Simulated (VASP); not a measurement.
Set up this calculation in VASP 6.6.1, as the native input.

| Item | Value |
| --- | --- |
| Task | single point |
| Functional | r2SCAN |
| Potentials or basis | VASP PAW PBE potentials, release 64 (Si) |
| Cutoff | 520 eV |
| k mesh | 8 × 8 × 2 |
| Occupations | gaussian, width 0.05 eV |
| Spin | no spin polarisation |
| Dipole correction | no |
| Further INCAR settings | ALGO = Normal; EDIFF = 1e-06; NBANDS = 36 |

The system is Si.

```
Si
1.0
     1.91529   -5.35901   -0.00025
     1.91537    5.35904    0.00010
    -0.00050    0.00042   12.68580
Si
12
Cartesian
  1.9138 -2.7570 11.9889
  1.9144 2.7583 0.6969
  1.9159 -2.7581 7.0397
  1.9159 2.7578 5.6462
  1.9158 0.7645 1.9950
  1.9144 -0.7634 10.6906
  1.9147 0.7641 4.3477
  1.9156 -0.7644 8.3379
  1.9144 -5.0507 11.5365
  1.9158 5.0519 1.1491
  1.9155 -5.0519 7.4916
  1.9148 5.0515 5.1939
```

These files were run (other wordings do the same):

POSCAR

```
Si
1.0
    1.9152939565     -5.3590092284     -0.0002484414
    1.9153720759      5.3590396092      0.0000994348
   -0.0004987126      0.0004150585     12.6857999101
Si
12
Direct
    0.7570053552      0.2424637952      0.9450778523
    0.2424267658      0.7571150735      0.0549319839
    0.7575816750      0.2428713436      0.5549394818
    0.2429256226      0.7574877987      0.4450773897
    0.4288037912      0.5714533267      0.1572671726
    0.5711293630      0.4286146265      0.8427313647
    0.4286071815      0.5711626863      0.3427289155
    0.5714895544      0.4288010822      0.6572684009
    0.9711407948      0.0286056695      0.9094198610
    0.0287798134      0.9714674325      0.0905741868
    0.9715058846      0.0287731567      0.5905674300
    0.0286041985      0.9711840085      0.4094159610
```

INCAR.step1

```
PREC = Accurate
ENCUT = 520
ISMEAR = 0
SIGMA = 0.05
LREAL = False
LASPH = True
NELM = 60
NBANDS = 36
GGA = PE
ALGO = Normal
EDIFF = 1E-4
LWAVE = True
LCHARG = False
```

INCAR.step2

```
PREC = Accurate
ENCUT = 520
EDIFF = 1E-6
ISMEAR = 0
SIGMA = 0.05
LREAL = False
LASPH = True
NELM = 60
ALGO = Normal
ISIF = 2
LWAVE = False
LCHARG = False
METAGGA = R2SCAN
LMIXTAU = True
NBANDS = 36
ISTART = 1
```

KPOINTS

```
Automatic mesh
0
Gamma
  8 8 2
```

Potentials or basis: VASP PAW PBE potentials, release 64 (Si).

Command:

```sh
$ cat potpaw_PBE.64/Si/POTCAR > POTCAR
$ cp INCAR.step1 INCAR
$ mpirun -np 1 vasp_std > vasp.out
$ cp INCAR.step2 INCAR
$ mpirun -np 1 vasp_std > vasp.out
```

Results of the run:

| Item | Value |
| --- | --- |
| Pressure | -0.2 GPa |
| Largest force | 0.008 eV/Å |
| Band gap on the k mesh | 0.71 eV (least direct gap 0.78 eV) |

Caveat: semilocal functionals underestimate gaps, and a narrow one can read as zero; the PAW data sets were made with another functional, which shifts forces and pressure a little.

Wall time 61 min on 1 thread of Oxide Virtual Turin-like Processor, on a shared host, peak memory 0.67 GiB.
